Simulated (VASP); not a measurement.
# PbO (Litharge) (P4/nmm) in VASP: further runs

Runs on PbO (Litharge). Level: PBE. Tasks: single point.

All numbers are computed with VASP 6.6.1; they aren't measurements. Logs are shortened: lines on timing, memory, paths and dates and some standing lists are left out, and cuts for length are marked.

## 1. The cell of the first run

It takes space group P4/nmm (No. 129, tetragonal). The conventional cell has a = 3.980 Å, b = 3.980 Å, c = 5.001 Å, α = 90.00°, β = 90.00°, γ = 90.00°. Pb (site symmetry 4mm) has 4 O at 2.32 Å within 3.1 Å. Within 3.1 Å of O (site symmetry -4m2) lie 4 Pb at 2.32 Å and 4 O at 2.81 Å.

## 2. Single point, PBE

The input, INCAR:

```
ALGO = Normal
EDIFF = 1E-6
ENCUT = 520
GGA = PE
ISIF = 2
ISMEAR = 0
LASPH = T
LCHARG = F
LREAL = F
LWAVE = F
NBANDS = 28
NELM = 100
PREC = Accurate
SIGMA = 0.01
```

The input, KPOINTS:

```
k-points
0
Gamma
  4 4 4
```

The input, POSCAR:

```
PbO
1.0
    3.9804039041      0.0000000000      0.0000000000
    0.0000000000      3.9804039041      0.0000000000
    0.0000000000      0.0000000000      5.0009130147
Pb O
2 2
Direct
    0.0000000000      0.5000000000      0.2366325594
    0.5000000000      0.0000000000      0.7633674406
    0.0000000000      0.0000000000      0.0000000000
    0.5000000000      0.5000000000      0.0000000000
```

Potentials or basis: VASP PAW PBE potentials, release 64 (Pb_d, O).

Started as:

```bash
cat potpaw_PBE.64/Pb_d/POTCAR potpaw_PBE.64/O/POTCAR > POTCAR
mpirun -np 1 vasp_std > vasp.out
```

OUTCAR:

```text
EDIFF = 1E-6
   ENCUT = 520
   GGA = PE
   ISIF = 2
   ISMEAR = 0
   LASPH = T
   LREAL = F
   NELM = 100
   PREC = Accurate

 ion  position               nearest neighbor table
   1  0.000  0.500  0.237-   3 2.32   4 2.32   3 2.32   4 2.32   2 3.68   2 3.68   2 3.68   2 3.68
                             2 3.85   2 3.85   2 3.85   2 3.85
   2  0.500  0.000  0.763-   3 2.32   4 2.32   4 2.32   3 2.32   1 3.68   1 3.68   1 3.68   1 3.68
                             1 3.85   1 3.85   1 3.85   1 3.85
   3  0.000  0.000  0.000-   1 2.32   2 2.32   1 2.32   2 2.32
   4  0.500  0.500  0.000-   1 2.32   2 2.32   2 2.32   1 2.32

  LATTYP: Found a simple tetragonal cell.
 ALAT       =     3.9804039041
 C/A-ratio  =     1.2563833056

  Lattice vectors:

 A1 = (   3.9804039041,   0.0000000000,   0.0000000000)
 A2 = (   0.0000000000,   3.9804039041,   0.0000000000)
 A3 = (   0.0000000000,   0.0000000000,   5.0009130147)

Analysis of symmetry for initial positions (statically):
=====================================================================
 Subroutine PRICEL returns:
 Original cell was already a primitive cell.

 Routine SETGRP: Setting up the symmetry group for a
 simple tetragonal supercell.

 Subroutine GETGRP returns: Found 16 space group operations
 (whereof  8 operations were pure point group operations)
 out of a pool of 16 trial point group operations.

The static configuration has the point symmetry D_2d.
 The point group associated with its full space group is D_4h.

Analysis of symmetry for dynamics (positions and initial velocities):
=====================================================================
 Subroutine PRICEL returns:
 Original cell was already a primitive cell.

 Routine SETGRP: Setting up the symmetry group for a
 simple tetragonal supercell.

 Subroutine GETGRP returns: Found 16 space group operations
 (whereof  8 operations were pure point group operations)
 out of a pool of 16 trial point group operations.

The dynamic configuration has the point symmetry D_2d.
 The point group associated with its full space group is D_4h.

 Subroutine INISYM returns: Found 16 space group operations
 (whereof  8 operations are pure point group operations),
 and found     1 'primitive' translations

----------------------------------------------------------------------------------------

                                     Primitive cell

  volume of cell :      79.2325

  direct lattice vectors                    reciprocal lattice vectors
     3.980403904  0.000000000  0.000000000     0.251230786  0.000000000  0.000000000
     0.000000000  3.980403904  0.000000000     0.000000000  0.251230786  0.000000000
     0.000000000  0.000000000  5.000913015     0.000000000  0.000000000  0.199963486

  length of vectors
     3.980403904  3.980403904  5.000913015     0.251230786  0.251230786  0.199963486

  position of ions in fractional coordinates (direct lattice)
     0.000000000  0.500000000  0.236632559
     0.500000000  0.000000000  0.763367441
     0.000000000  0.000000000  0.000000000
     0.500000000  0.500000000  0.000000000

  ion indices of the primitive-cell ions
   primitive index   ion index
                 1           1
                 2           2
                 3           3
                 4           4

----------------------------------------------------------------------------------------

 KPOINTS: k-points

Automatic generation of k-mesh.
 Grid dimensions read from file:
 generate k-points for:    4    4    4

 Generating k-lattice:

  Cartesian coordinates                     Fractional coordinates (reciprocal lattice)
     0.062807696  0.000000000  0.000000000     0.250000000  0.000000000  0.000000000
     0.000000000  0.062807696  0.000000000     0.000000000  0.250000000  0.000000000
     0.000000000  0.000000000  0.049990872     0.000000000  0.000000000  0.250000000

  Length of vectors
     0.062807696  0.062807696  0.049990872

  Shift w.r.t. Gamma in fractional coordinates (k-lattice)
     0.000000000  0.000000000  0.000000000

 Subroutine IBZKPT returns following result:
 ===========================================

 Found     18 irreducible k-points:

 Following reciprocal coordinates:
            Coordinates               Weight
  0.000000  0.000000  0.000000      1.000000
  0.250000  0.000000  0.000000      4.000000
  0.500000  0.000000  0.000000      2.000000
  0.250000  0.250000  0.000000      4.000000
  0.500000  0.250000  0.000000      4.000000
  0.500000  0.500000  0.000000      1.000000
[... 10 lines left out ...]
  0.500000  0.250000  0.500000      4.000000
  0.500000  0.500000  0.500000      1.000000
   k-points           NKPTS =     18   k-points in BZ     NKDIM =     18   number of bands    NBANDS=     28
   number of dos      NEDOS =    301   number of ions     NIONS =      4
   total plane-waves  NPLWV =  36000
   dimension x,y,z NGX =    30 NGY =   30 NGZ =   40
   dimension x,y,z NGXF=    60 NGYF=   60 NGZF=   80
   ions per type =               2   2
   NGX,Y,Z   is equivalent  to a cutoff of  12.53, 12.53, 13.30 a.u.
   NGXF,Y,Z  is equivalent  to a cutoff of  25.06, 25.06, 26.59 a.u.
 SYSTEM =  unknown system
   PREC   = accura    normal or accurate (medium, high low for compatibility)
   ISTART =      0    job   : 0-new  1-cont  2-samecut
   ICHARG =      2    charge: 1-file 2-atom 10-const
   ISPIN  =      1    spin polarized calculation?
   LNONCOLLINEAR =      F non collinear calculations
   LSORBIT =      F    spin-orbit coupling
   LASPH  =      T    aspherical Exc in radial PAW
   ENCUT  =  520.0 eV  38.22 Ry    6.18 a.u.   7.40  7.40  9.30*2*pi/ulx,y,z
   NELM   =    100;   NELMIN=  2; NELMDL= -5     # of ELM steps
   EDIFF  = 0.1E-05   stopping-criterion for ELM
   LREAL  =      F    real-space projection
   EDIFFG = 0.1E-04   stopping-criterion for IOM
   NSW    =      0    number of steps for IOM
   IBRION =     -1    ionic relax: 0-MD 1-quasi-New 2-CG
   NFREE  =      0    steps in history (QN), initial steepest desc. (CG)
   ISIF   =      2    stress and relaxation
   ISYM   =      2    0-nonsym 1-usesym 2-fastsym
   POTIM  = 0.5000    time-step for ionic-motion
   TEBEG  =    0.0;   TEEND  =   0.0 temperature during run
   PSTRESS=    0.0 pullay stress
   NELECT =      40.0000    total number of electrons
   NUPDOWN=      -1.0000    fix difference up-down
   EMIN   =  10.00;   EMAX   =-10.00  energy-range for DOS
   EFERMI =   0.00;   METHOD = LEGACY
   ISMEAR =     0;   SIGMA  =   0.01  broadening in eV -4-tet -1-fermi 0-gaus
   EFERMI_NEDOS =   21; number of points for ismear=-14 and -15
   IALGO  =     38    algorithm
   IMIX   =      4    mixing-type and parameters
     AMIX     =   0.40;   BMIX     =  1.00
     AMIX_MAG =   1.60;   BMIX_MAG =  1.00
  volume/ion in A,a.u.               =      19.81       133.67
  Fermi-wavevector in a.u.,A,eV,Ry     =   1.303548  2.463348 23.119522  1.699237
  Thomas-Fermi vector in A             =   2.434543
   LORBIT       =      0    0 simple, 1 ext, 2 COOP (PROOUT), +10 PAW based schemes
   GGA     = PE    functional components
   LHFCALC =     F    Hartree Fock is set to
   AEXX    =    0.0000 exact exchange contribution
   IVDW    =     0    specifies the selected vdW correction
   LEPSILON=     F    determine dielectric tensor
   LRPA    =     F    only Hartree local field effects (RPA)
 non-spin polarized calculation
 Gauss-broadening in eV      SIGMA  =   0.01
  energy-cutoff  :      520.00
  volume of cell :       79.23
 maximum number of plane-waves:      2170
 NGX is ok and might be reduce to    30
   NGX = 15   NGY = 15   NGZ = 19

 number of electron      39.9999997 magnetization

 Free energy of the ion-electron system (eV)
  ---------------------------------------------------
  ext. energy  EPLUGINS =         0.00000000
  ---------------------------------------------------
  free energy    TOTEN  =       -21.41184796 eV

  energy without entropy =      -21.41184796  energy(sigma->0) =      -21.41184796

 E-fermi :   5.2880     XC(G=0):  -9.8492

 val. band max:        5.1665447310   @ k =   0.0000   0.0000   0.0000
 cond. band min:       6.3973858141   @ k =   0.5000   0.5000   0.0000
 fundamental gap:      1.2308410831
 Fermi energy:         5.2879816222

 k-point     1 :       0.0000    0.0000    0.0000
  band No.  band energies     occupation
      1     -13.2379      2.00000
      2     -12.7025      2.00000
      3     -10.8512      2.00000
      4     -10.8512      2.00000
      5     -10.7900      2.00000
      6     -10.7676      2.00000
[... 20 lines left out ...]
     27      12.7150      0.00000
     28      13.2661      0.00000

 k-point     2 :       0.2500    0.0000    0.0000
  band No.  band energies     occupation
      1     -13.1158      2.00000
      2     -12.7471      2.00000
      3     -10.8225      2.00000
      4     -10.8158      2.00000
      5     -10.7454      2.00000
      6     -10.7349      2.00000
[... 20 lines left out ...]
     27      13.1991      0.00000
     28      16.0709      0.00000

 k-point     3 :       0.5000    0.0000    0.0000
  band No.  band energies     occupation
      1     -12.8966      2.00000
      2     -12.8966      2.00000
      3     -10.7597      2.00000
      4     -10.7597      2.00000
      5     -10.7496      2.00000
      6     -10.7496      2.00000
[... 20 lines left out ...]
     27      14.3860      0.00000
     28      14.3860      0.00000

 k-point     4 :       0.2500    0.2500    0.0000
  band No.  band energies     occupation
      1     -13.0282      2.00000
      2     -12.7761      2.00000
      3     -10.8105      2.00000
      4     -10.7596      2.00000
      5     -10.7166      2.00000
      6     -10.7134      2.00000
[... 392 lines left out ...]
     27      15.8321      0.00000
     28      16.3759      0.00000

 k-point    17 :       0.5000    0.2500    0.5000
  band No.  band energies     occupation
      1     -12.8826      2.00000
      2     -12.8826      2.00000
      3     -10.7734      2.00000
      4     -10.7734      2.00000
      5     -10.7055      2.00000
      6     -10.7055      2.00000
[... 20 lines left out ...]
     27      16.1360      0.00000
     28      16.1360      0.00000

 k-point    18 :       0.5000    0.5000    0.5000
  band No.  band energies     occupation
      1     -12.8640      2.00000
      2     -12.8640      2.00000
      3     -10.7169      2.00000
      4     -10.7169      2.00000
      5     -10.6824      2.00000
      6     -10.6824      2.00000
[... 20 lines left out ...]
     27      16.3529      0.00000
     28      16.3529      0.00000

------------------------ aborting loop because EDIFF is reached ----------------------------------------

  FORCE on cell =-STRESS in cart. coord.  units (eV):
  Direction    XX          YY          ZZ          XY          YZ          ZX
  --------------------------------------------------------------------------------------
  -------------------------------------------------------------------------------------
  Total        2.4228004      2.4228004      1.9678864      0.0000000      0.0000000      0.0000000
  in kB       48.9919400     48.9919400     39.7930316      0.0000000      0.0000000      0.0000000
  external PRESSURE =      45.9256372 kB  Pullay stress =       0.0000000 kB

 VOLUME and BASIS-vectors are now :
 -----------------------------------------------------------------------------
  energy-cutoff  :      520.00
  volume of cell :       79.23
      direct lattice vectors                 reciprocal lattice vectors
     3.980403904  0.000000000  0.000000000     0.251230786  0.000000000  0.000000000
     0.000000000  3.980403904  0.000000000     0.000000000  0.251230786  0.000000000
     0.000000000  0.000000000  5.000913015     0.000000000  0.000000000  0.199963486

 POSITION                                       TOTAL-FORCE (eV/Angst)
 -----------------------------------------------------------------------------------
      0.00000      1.99020      1.18338         0.000000      0.000000      0.397749
      1.99020      0.00000      3.81753        -0.000000      0.000000     -0.397749
      0.00000      0.00000      0.00000        -0.000000     -0.000000      0.000000
      1.99020      1.99020      0.00000        -0.000000      0.000000      0.000000
 -----------------------------------------------------------------------------------
    total drift:                                0.000000      0.000000     -0.000000

  FREE ENERGIE OF THE ION-ELECTRON SYSTEM (eV)
  ---------------------------------------------------
  free  energy   TOTEN  =       -21.4118479623 eV

  energy  without entropy=      -21.4118479623  energy(sigma->0) =      -21.41184796
```

Run time: 75 s. Hardware: 1 thread of AMD EPYC 7R13, shared host; peak memory 0.16 GiB.

What came out:

- Free energy: -21.4118 eV
- Pressure: 4.6 GPa
- Largest force: 0.398 eV/Å
- Band gap on the k mesh: 1.23 eV, indirect (least direct gap 2.27 eV)

Forces on the atoms (eV/Å):
```
Pb   0.000  0.000  0.398
Pb   0.000  0.000 -0.398
O    0.000  0.000  0.000
O    0.000  0.000  0.000
```

Caveat: spin-orbit coupling is left out, which moves the levels of the heavy elements.

## 3. Single point, PBE

The input, INCAR:

```
SYSTEM = PbO
  PREC = Accurate
  ENCUT = 520
  EDIFF = 1E-6
  ISMEAR = 0
  SIGMA = 0.01
  LREAL = .False.
  LASPH = .True.
  NELM = 60
  ALGO = Normal
  ISIF = 2
  LWAVE = .False.
  LCHARG = .False.
  GGA = PE
  NBANDS = 28
```

The input, KPOINTS:

```
regular mesh
0
Gamma
  4 4 4
  0 0 0
```

POSCAR is that of step 2.

Potentials or basis: VASP PAW PBE potentials, release 64 (Pb_d, O).

Started as:

```bash
cat potpaw_PBE.64/Pb_d/POTCAR potpaw_PBE.64/O/POTCAR > POTCAR
mpirun -np 1 vasp_std > vasp.out
```

Run time: 78 s. Hardware: 1 thread of AMD EPYC 7R13, shared host; peak memory 0.17 GiB.

The run converged. Its results:

| Property | Result |
| --- | --- |
| Free energy | -21.4118 eV |
| Pressure | 4.6 GPa |
| Largest force | 0.398 eV/Å |
| Band gap on the k mesh | 1.23 eV, indirect (least direct gap 2.27 eV) |

Forces in eV/Å, atoms in the order of the input:
```
Pb   0.000  0.000  0.398
Pb   0.000  0.000 -0.398
O    0.000  0.000  0.000
O    0.000  0.000  0.000
```

Stress tensor (GPa, compression positive):
```
4.90 0.00 0.00
0.00 4.90 0.00
0.00 0.00 3.98
```

Levels at points of the mesh, in eV from the valence-band top:
```tsv
k point	band 16	band 17	band 18	band 19	band 20	band 21	band 22	band 23	band 24	band 25
(0.00, 0.00, 0.00)	-4.28	-1.70	-1.67	-1.67	0.00	2.40	5.52	5.66	5.66	6.66
(0.50, 0.00, 0.00)	-3.19	-3.01	-3.01	-1.64	-1.64	3.42	3.42	6.61	6.61	6.72
(0.50, 0.50, 0.00)	-3.42	-1.64	-1.64	-1.04	-1.04	1.23	1.23	5.32	5.32	7.93
(0.00, 0.00, 0.50)	-4.12	-1.74	-1.70	-1.70	-0.92	1.97	4.03	4.03	4.26	8.75
(0.50, 0.00, 0.50)	-3.68	-2.98	-2.98	-0.98	-0.98	3.11	3.11	6.34	6.34	7.40
(0.50, 0.50, 0.50)	-3.88	-2.23	-2.23	-1.04	-1.04	3.49	3.49	4.79	4.79	5.77
```

Caveat: spin-orbit coupling is left out, which moves the levels of the heavy elements.
